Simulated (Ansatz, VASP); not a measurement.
## One calculation of V, two programs

```
CELL_PARAMETERS angstrom
-1.51435 1.51435 1.51435
1.51435 -1.51435 1.51435
1.51435 1.51435 -1.51435
ATOMIC_POSITIONS crystal
V 0.00000 0.00000 0.00000
```

Alike in both runs: task relaxation of cell and atoms; functional revPBE; k mesh 9 × 9 × 9; occupations fermi-dirac, width 0.05 eV; collinear spin.

```csv
,VASP,Ansatz
version,VASP 6.6.1,Ansatz 0.2.0
potentials or method,"VASP PAW PBE potentials, release 64 (V_sv), cutoff 600 eV","all-electron LAPW, scalar-relativistic"
```

|  | VASP | Ansatz | Ansatz less VASP |
| --- | --- | --- | --- |
| net moment per atom (μB) | 0.17 | 0.18 | +0.006 |
| size of the moment on the site where the two differ most (μB) | 0.13 | 0.14 | +0.008 |
| relaxed volume (Å³/atom) | 13.70 | 13.68 | -0.018 |
| relaxed cell length with the largest relative difference (Å) | 2.611 | 2.610 | -0.0011 |

VASP's potentials were made for PBE, not for revPBE. Site moments also hang on the region over which each program counts them. Ansatz ran all-electron here, and VASP with PAW potentials.

Noted on Ansatz's run: the k mesh is thin for a metal, which can move the energy by tens of meV per atom.
